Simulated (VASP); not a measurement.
# Al2GaN3 (Cm) in VASP: single point with r2SCAN

Aim: the single point of Al2GaN3 with r2SCAN.

Program: VASP 6.6.1. These are calculated values, not measurements. Logs are shortened: lines on timing, memory, paths and dates and some standing lists are left out, and cuts for length are marked.

### 1 The cell of the first run

It takes space group Cm (No. 8, monoclinic). The conventional cell has a = 11.934 Å, b = 3.256 Å, c = 7.235 Å, α = 90.00°, β = 105.59°, γ = 90.00°. Al (site symmetry m) has 4 N at 1.92 to 1.95 Å within 2.5 Å. Al (site symmetry m) has 4 N at 1.90 to 1.94 Å within 2.5 Å. Al (site symmetry m) has 4 N at 1.90 to 1.96 Å within 2.5 Å. Al (site symmetry m) has 4 N at 1.90 to 1.94 Å within 2.5 Å. Within 2.6 Å of Ga (site symmetry m) lie 4 N at 1.96 to 2.00 Å. Ga (site symmetry m) has 4 N at 1.96 to 2.00 Å within 2.6 Å. Within 2.5 Å of N (site symmetry m) lie 3 Al at 1.90 to 1.94 Å and 1 Ga at 2.00 Å. N (site symmetry m) has 3 Al at 1.90 to 1.94 Å and 1 Ga at 2.00 Å within 2.5 Å.

### 2 Single point, r2SCAN

Contents of POSCAR:

```
Al2GaN3
1.0
    5.9668839439     -1.6282455401      0.0115418901
    5.9668839439      1.6282455401      0.0115418901
   -1.9577017781      0.0000000000      6.9647330302
Al Ga N
4 2 6
Direct
    0.9443227057      0.9443227057      0.3900550043
    0.8890977631      0.8890977631      0.7785248815
    0.2231436414      0.2231436414      0.4461853104
    0.5546929252      0.5546929252      0.1148816558
    0.2775830921      0.2775830921      0.0587600987
    0.6097898986      0.6097898986      0.7227911830
    0.1458727374      0.1458727374      0.1799952604
    0.4794268337      0.4794268337      0.8477956197
    0.8163058824      0.8163058824      0.5099225375
    0.7658184874      0.7658184874      0.9036343026
    0.0963386686      0.0963386686      0.5663977870
    0.4329723647      0.4329723647      0.2458573490
```

Contents of INCAR.step1:

```
  PREC = Accurate
  ENCUT = 520
  ISMEAR = 0
  SIGMA = 0.02
  LREAL = False
  LASPH = True
  NELM = 80
  NBANDS = 46
  GGA = PE
  ALGO = Normal
  EDIFF = 1E-4
  LWAVE = True
  LCHARG = False
```

Contents of INCAR.step2:

```
  PREC = Accurate
  ENCUT = 520
  EDIFF = 1E-6
  ISMEAR = 0
  SIGMA = 0.02
  LREAL = False
  LASPH = True
  NELM = 80
  ALGO = Normal
  ISIF = 2
  LWAVE = False
  LCHARG = False
  METAGGA = R2SCAN
  LMIXTAU = True
  NBANDS = 46
  ISTART = 1
```

Contents of KPOINTS:

```
Automatic mesh
0
Gamma
  8 8 4
```

Potentials or basis: VASP PAW PBE potentials, release 64 (Al, Ga_d, N).

Command:

```sh
$ cat potpaw_PBE.64/Al/POTCAR potpaw_PBE.64/Ga_d/POTCAR potpaw_PBE.64/N/POTCAR > POTCAR
$ cp INCAR.step1 INCAR
$ mpirun -np 1 vasp_std > vasp.out
$ cp INCAR.step2 INCAR
$ mpirun -np 1 vasp_std > vasp.out
```

OUTCAR:

```text
PREC = Accurate
   ENCUT = 520
   EDIFF = 1E-6
   ISMEAR = 0
   LREAL = False
   LASPH = True
   NELM = 80
   ISIF = 2
   METAGGA = R2SCAN
   ISTART = 1

 ion  position               nearest neighbor table
   1  0.944  0.944  0.390-  11 1.92  12 1.92  12 1.92   9 1.95   2 3.05   4 3.12   4 3.12   6 3.13
                             6 3.13   5 3.13   5 3.13   3 3.22   3 3.22   3 3.24
   2  0.889  0.889  0.779-   9 1.90  10 1.92   8 1.94   8 1.94   1 3.05   3 3.13   3 3.13   4 3.15
                             4 3.15
   3  0.223  0.223  0.446-   7 1.90  11 1.94   9 1.96   9 1.96   5 3.04   2 3.13   2 3.13   4 3.14
                             4 3.14   1 3.22   1 3.22   1 3.24
   4  0.555  0.555  0.115-   8 1.90  12 1.94   7 1.94   7 1.94   6 3.08   1 3.12   1 3.12   3 3.14
                             3 3.14   2 3.15   2 3.15
   5  0.278  0.278  0.059-  10 1.96  10 1.96  12 1.98   7 2.00   3 3.04   1 3.13   1 3.13
   6  0.610  0.610  0.723-  11 1.96  11 1.96  10 1.97   8 2.00   4 3.08   1 3.13   1 3.13
   7  0.146  0.146  0.180-   3 1.90   4 1.94   4 1.94   5 2.00
   8  0.479  0.479  0.848-   4 1.90   2 1.94   2 1.94   6 2.00
   9  0.816  0.816  0.510-   2 1.90   1 1.95   3 1.96   3 1.96
  10  0.766  0.766  0.904-   2 1.92   5 1.96   5 1.96   6 1.97
  11  0.096  0.096  0.566-   1 1.92   3 1.94   6 1.96   6 1.96
  12  0.433  0.433  0.246-   1 1.92   1 1.92   4 1.94   5 1.98

  LATTYP: Found a base centered monoclinic cell.
 ALAT       =    11.9337902135
 B/A-ratio  =     0.2728798665
 C/A-ratio  =     0.6062320394
 COS(beta)  =    -0.2687382482

  Lattice vectors:

 A1 = (   5.9668839439,  -1.6282455401,   0.0115418901)
 A2 = (   5.9668839439,   1.6282455401,   0.0115418901)
 A3 = (  -1.9577017781,   0.0000000000,   6.9647330302)

Analysis of symmetry for initial positions (statically):
=====================================================================
 Subroutine PRICEL returns:
 Original cell was already a primitive cell.

 Routine SETGRP: Setting up the symmetry group for a
 base centered monoclinic supercell.

 Subroutine GETGRP returns: Found  2 space group operations
 (whereof  2 operations were pure point group operations)
 out of a pool of  4 trial point group operations.

The static configuration has the point symmetry C_1h.

Analysis of symmetry for dynamics (positions and initial velocities):
=====================================================================
 Subroutine PRICEL returns:
 Original cell was already a primitive cell.

 Routine SETGRP: Setting up the symmetry group for a
 base centered monoclinic supercell.

 Subroutine GETGRP returns: Found  2 space group operations
 (whereof  2 operations were pure point group operations)
 out of a pool of  4 trial point group operations.

The dynamic configuration has the point symmetry C_1h.

 Subroutine INISYM returns: Found  2 space group operations
 (whereof  2 operations are pure point group operations),
 and found     1 'primitive' translations

----------------------------------------------------------------------------------------

                                     Primitive cell

  volume of cell :     135.4060

  direct lattice vectors                    reciprocal lattice vectors
     5.966883944 -1.628245540  0.011541890     0.083750295 -0.307078993  0.023541190
     5.966883944  1.628245540  0.011541890     0.083750295  0.307078993  0.023541190
    -1.957701778  0.000000000  6.964733030    -0.000277580  0.000000000  0.143502497

  length of vectors
     6.185064329  6.185064329  7.234645978     0.319164232  0.319164232  0.143502765

  position of ions in fractional coordinates (direct lattice)
     0.944322706  0.944322706  0.390055004
     0.889097763  0.889097763  0.778524881
     0.223143641  0.223143641  0.446185310
     0.554692925  0.554692925  0.114881656
     0.277583092  0.277583092  0.058760099
     0.609789899  0.609789899  0.722791183
     0.145872737  0.145872737  0.179995260
     0.479426834  0.479426834  0.847795620
     0.816305882  0.816305882  0.509922538
     0.765818487  0.765818487  0.903634303
     0.096338669  0.096338669  0.566397787
     0.432972365  0.432972365  0.245857349

  ion indices of the primitive-cell ions
   primitive index   ion index
                 1           1
                 2           2
                 3           3
                 4           4
                 5           5
                 6           6
                 7           7
                 8           8
                 9           9
                10          10
                11          11
                12          12

----------------------------------------------------------------------------------------

 KPOINTS: Automatic mesh

Automatic generation of k-mesh.
 Grid dimensions read from file:
 generate k-points for:    8    8    4

 Generating k-lattice:

  Cartesian coordinates                     Fractional coordinates (reciprocal lattice)
     0.010468787 -0.038384874  0.002942649     0.125000000  0.000000000  0.000000000
     0.010468787  0.038384874  0.002942649     0.000000000  0.125000000  0.000000000
    -0.000069395  0.000000000  0.035875624     0.000000000  0.000000000  0.250000000

  Length of vectors
     0.039895529  0.039895529  0.035875691

  Shift w.r.t. Gamma in fractional coordinates (k-lattice)
     0.000000000  0.000000000  0.000000000

 Subroutine IBZKPT returns following result:
 ===========================================

 Found     78 irreducible k-points:

 Following reciprocal coordinates:
            Coordinates               Weight
  0.000000  0.000000  0.000000      1.000000
  0.125000  0.000000  0.000000      4.000000
  0.250000  0.000000  0.000000      4.000000
  0.375000  0.000000 -0.000000      4.000000
  0.500000  0.000000  0.000000      2.000000
  0.125000  0.125000  0.000000      2.000000
[... 16 lines left out ...]
  0.125000  0.000000  0.250000      4.000000
  0.250000  0.000000  0.250000      4.000000
 [... further k-points ...]
   k-points           NKPTS =     78   k-points in BZ     NKDIM =     78   number of bands    NBANDS=     46
   number of dos      NEDOS =    301   number of ions     NIONS =     12
   total plane-waves  NPLWV = 124416
   dimension x,y,z NGX =    48 NGY =   48 NGZ =   54
   dimension x,y,z NGXF=    96 NGYF=   96 NGZF=  108
   ions per type =               4   2   6
   NGX,Y,Z   is equivalent  to a cutoff of  12.90, 12.90, 12.41 a.u.
   NGXF,Y,Z  is equivalent  to a cutoff of  25.80, 25.80, 24.82 a.u.
 SYSTEM =  unknown system
   PREC   = accura    normal or accurate (medium, high low for compatibility)
   ISTART =      1    job   : 0-new  1-cont  2-samecut
   ICHARG =      0    charge: 1-file 2-atom 10-const
   ISPIN  =      1    spin polarized calculation?
   LNONCOLLINEAR =      F non collinear calculations
   LSORBIT =      F    spin-orbit coupling
   LASPH  =      T    aspherical Exc in radial PAW
   ENCUT  =  520.0 eV  38.22 Ry    6.18 a.u.  11.50 11.50 13.45*2*pi/ulx,y,z
   NELM   =     80;   NELMIN=  2; NELMDL=  0     # of ELM steps
   EDIFF  = 0.1E-05   stopping-criterion for ELM
   LREAL  =      F    real-space projection
[... 7 lines left out ...]
   TEBEG  =    0.0;   TEEND  =   0.0 temperature during run
   PSTRESS=    0.0 pullay stress
   NELECT =      68.0000    total number of electrons
   NUPDOWN=      -1.0000    fix difference up-down
   EMIN   =  10.00;   EMAX   =-10.00  energy-range for DOS
   EFERMI =   0.00;   METHOD = LEGACY
   ISMEAR =     0;   SIGMA  =   0.02  broadening in eV -4-tet -1-fermi 0-gaus
   EFERMI_NEDOS =   21; number of points for ismear=-14 and -15
   IALGO  =     38    algorithm
   IMIX   =      4    mixing-type and parameters
     AMIX     =   0.40;   BMIX     =  1.00
     AMIX_MAG =   1.60;   BMIX_MAG =  1.00
  volume/ion in A,a.u.               =      11.28        76.15
  Fermi-wavevector in a.u.,A,eV,Ry     =   1.301263  2.459031 23.038551  1.693286
  Thomas-Fermi vector in A             =   2.432408
   LORBIT       =      0    0 simple, 1 ext, 2 COOP (PROOUT), +10 PAW based schemes
   METAGGA = R2SCAN    functional components
   LHFCALC =     F    Hartree Fock is set to
   AEXX    =    0.0000 exact exchange contribution
   IVDW    =     0    specifies the selected vdW correction
   LEPSILON=     F    determine dielectric tensor
   LRPA    =     F    only Hartree local field effects (RPA)
 non-spin polarized calculation
 Gauss-broadening in eV      SIGMA  =   0.02
  energy-cutoff  :      520.00
  volume of cell :      135.41
 maximum number of plane-waves:      3669
 NGX is ok and might be reduce to    48
   NGX = 23   NGY = 23   NGZ = 27

 number of electron      68.0000006 magnetization

 Free energy of the ion-electron system (eV)
  ---------------------------------------------------
  ext. energy  EPLUGINS =         0.00000000
  ---------------------------------------------------
  free energy    TOTEN  =      -120.18473476 eV

  energy without entropy =     -120.18473476  energy(sigma->0) =     -120.18473476

 E-fermi :   5.4940     XC(G=0): -11.6103

 val. band max:        5.3501196573   @ k =   0.0000   0.0000   0.0000
 cond. band min:       8.5696376932   @ k =   0.0000   0.0000   0.0000
 fundamental gap:      3.2195180359
 Fermi energy:         5.4940169574

 k-point     1 :       0.0000    0.0000    0.0000
  band No.  band energies     occupation
      1     -10.7894      2.00000
      2      -9.8921      2.00000
      3      -9.5661      2.00000
      4      -9.3444      2.00000
      5      -9.2199      2.00000
      6      -8.8530      2.00000
[... 38 lines left out ...]
     45      15.5451      0.00000
     46      15.9543      0.00000

 k-point     2 :       0.1250    0.0000    0.0000
  band No.  band energies     occupation
      1     -10.6604      2.00000
      2      -9.8640      2.00000
      3      -9.5325      2.00000
      4      -9.2985      2.00000
      5      -9.1980      2.00000
      6      -8.7995      2.00000
[... 38 lines left out ...]
     45      15.1538      0.00000
     46      15.4261      0.00000

 k-point     3 :       0.2500    0.0000    0.0000
  band No.  band energies     occupation
      1     -10.3208      2.00000
      2      -9.7952      2.00000
      3      -9.4586      2.00000
      4      -9.1989      2.00000
      5      -9.1293      2.00000
      6      -8.6916      2.00000
[... 38 lines left out ...]
     45      14.7216      0.00000
     46      15.2052      0.00000

 k-point     4 :       0.3750    0.0000   -0.0000
  band No.  band energies     occupation
      1      -9.9620      2.00000
      2      -9.6964      2.00000
      3      -9.3707      2.00000
      4      -9.1140      2.00000
      5      -9.0551      2.00000
      6      -8.6076      2.00000
[... 920 lines left out ...]
     45      15.3320      0.00000
     46      16.2090      0.00000

 k-point    23 :       0.1250    0.0000    0.2500
  band No.  band energies     occupation
      1     -10.5465      2.00000
      2     -10.0055      2.00000
      3      -9.5717      2.00000
      4      -9.3273      2.00000
      5      -9.2369      2.00000
      6      -8.7132      2.00000
[... 38 lines left out ...]
     45      14.9690      0.00000
     46      15.2421      0.00000

 k-point    24 :       0.2500    0.0000    0.2500
  band No.  band energies     occupation
      1     -10.2246      2.00000
      2      -9.8748      2.00000
      3      -9.4819      2.00000
      4      -9.2344      2.00000
      5      -9.1635      2.00000
      6      -8.6458      2.00000
[... 38 lines left out ...]
     45      14.7455      0.00000
     46      15.0370      0.00000

 [... further k-points ...]

------------------------ aborting loop because EDIFF is reached ----------------------------------------

  FORCE on cell =-STRESS in cart. coord.  units (eV):
  Direction    XX          YY          ZZ          XY          YZ          ZX
  --------------------------------------------------------------------------------------
  -------------------------------------------------------------------------------------
  Total      -11.6763817    -12.4065363      0.0898080      0.0000000      0.0000000     -0.0050496
  in kB     -138.1595281   -146.7990034      1.0626429      0.0000000      0.0000000     -0.0597486
  external PRESSURE =     -94.6319629 kB  Pullay stress =       0.0000000 kB

 VOLUME and BASIS-vectors are now :
 -----------------------------------------------------------------------------
  energy-cutoff  :      520.00
  volume of cell :      135.41
      direct lattice vectors                 reciprocal lattice vectors
     5.966883944 -1.628245540  0.011541890     0.083750295 -0.307078993  0.023541190
     5.966883944  1.628245540  0.011541890     0.083750295  0.307078993  0.023541190
    -1.957701778  0.000000000  6.964733030    -0.000277580  0.000000000  0.143502497

 POSITION                                       TOTAL-FORCE (eV/Angst)
 -----------------------------------------------------------------------------------
     10.50572      0.00000      2.73843         0.002326      0.000000      0.000253
      9.08617      0.00000      5.44274        -0.001268      0.000000      0.003289
      1.78945      0.00000      3.11271        -0.001610      0.000000      0.003967
      6.39467      0.00000      0.81292        -0.001823      0.000000      0.003115
      3.19758      0.00000      0.41566        -0.011983      0.000000      0.008041
      5.86208      0.00000      5.04812        -0.004290      0.000000      0.009873
      1.38843      0.00000      1.25699        -0.059662      0.000000      0.021655
      4.06164      0.00000      5.91574        -0.057174      0.000000      0.023274
      8.74333      0.00000      3.57032         0.003237      0.000000     -0.005395
      7.37005      0.00000      6.31125         0.068645      0.000000     -0.033734
      0.04085      0.00000      3.94703         0.011781      0.000000     -0.079241
      4.68568      0.00000      1.72233         0.051820      0.000000      0.044905
 -----------------------------------------------------------------------------------
    total drift:                               -0.007126      0.000000      0.007551

  FREE ENERGIE OF THE ION-ELECTRON SYSTEM (eV)
  ---------------------------------------------------
  free  energy   TOTEN  =      -120.1847347627 eV

  energy  without entropy=     -120.1847347627  energy(sigma->0) =     -120.18473476
```

It took 43 min on 1 thread of Intel Xeon Platinum 8488C (Sapphire Rapids), shared host; peak memory 0.64 GiB.

What came out:

* Free energy: -120.1847 eV
* Pressure: -9.5 GPa
* Largest force: 0.080 eV/Å
* Band gap on the k mesh: 3.22 eV

Forces in eV/Å, atoms in the order of the input:
```
Al   0.002  0.000  0.000
Al  -0.001  0.000  0.003
Al  -0.002  0.000  0.004
Al  -0.002  0.000  0.003
Ga  -0.012  0.000  0.008
Ga  -0.004  0.000  0.010
N   -0.060  0.000  0.022
N   -0.057  0.000  0.023
N    0.003  0.000 -0.005
N    0.069  0.000 -0.034
N    0.012  0.000 -0.079
N    0.052  0.000  0.045
```

Caveat: the stress differs along the axes, from -15 to 0 GPa; the PAW data sets were made with another functional, which shifts forces and pressure a little. A k mesh can miss the band edges.
